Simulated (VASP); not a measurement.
**ZnO: single point with r2SCAN+rVV10**

Crystal: ZnO.

```
Zn O
1.0
     1.43116   -5.00294    0.00000
     1.43116    5.00294    0.00000
     0.00000    0.00000    2.92378
Zn O
2 2
Direct
  0.35895 0.64105 0.75000
  0.64105 0.35895 0.25000
  0.86078 0.13922 0.25000
  0.13922 0.86078 0.75000
```

* Program: VASP 6.6.1
* Task: single point
* Functional: r2SCAN
* Dispersion: rVV10
* Potentials or basis: VASP PAW PBE potentials, release 64 (Zn, O)
* Cutoff: 520 eV
* k mesh: 10 × 10 × 10
* Occupations: fermi-dirac, width 0.03 eV
* Spin: no spin polarisation

```yaml
Pressure: 1.4 GPa
Largest_force: 0.049 eV/Å
Band_gap_on_the_k_mesh: 0.59 eV (least direct gap 2.19 eV)
```

Forces on the atoms (eV/Å):
```
Zn   0.000 -0.049  0.000
Zn   0.000  0.049  0.000
O    0.000 -0.037  0.000
O    0.000  0.037  0.000
```

Stress tensor (GPa, compression positive):
```
1.87 0.00 0.00
0.00 0.59 0.00
0.00 0.00 1.68
```

Levels at points of the mesh, in eV from the valence-band top:
```csv
k point,band 15,band 16,band 17,band 18,band 19,band 20,band 21,band 22
"(0.00, 0.00, 0.00)",-2.62,-2.22,-2.17,-1.60,0.59,5.08,8.54,13.25
"(0.50, 0.00, 0.00)",-1.78,-1.55,-0.08,0.00,4.59,6.71,8.07,10.54
"(0.50, 0.50, 0.00)",-2.85,-2.81,-2.39,-2.04,3.06,3.71,9.37,11.20
"(0.00, 0.00, 0.50)",-2.15,-2.15,-0.03,-0.03,6.47,6.47,8.51,8.51
"(0.50, 0.00, 0.50)",-4.29,-4.29,-2.34,-2.34,4.56,4.56,10.47,10.47
"(0.50, 0.50, 0.50)",-1.19,-1.19,-0.05,-0.05,4.97,4.97,8.94,8.94
```

Wall time 6.6 min on 1 thread of Intel(R) Xeon(R) 6975P-C (Granite Rapids) (shared host), peak memory 0.47 GiB.

Caveat: semilocal functionals underestimate gaps, and a narrow one can read as zero; the PAW data sets were made with another functional, which shifts forces and pressure a little. A k mesh can miss the band edges.
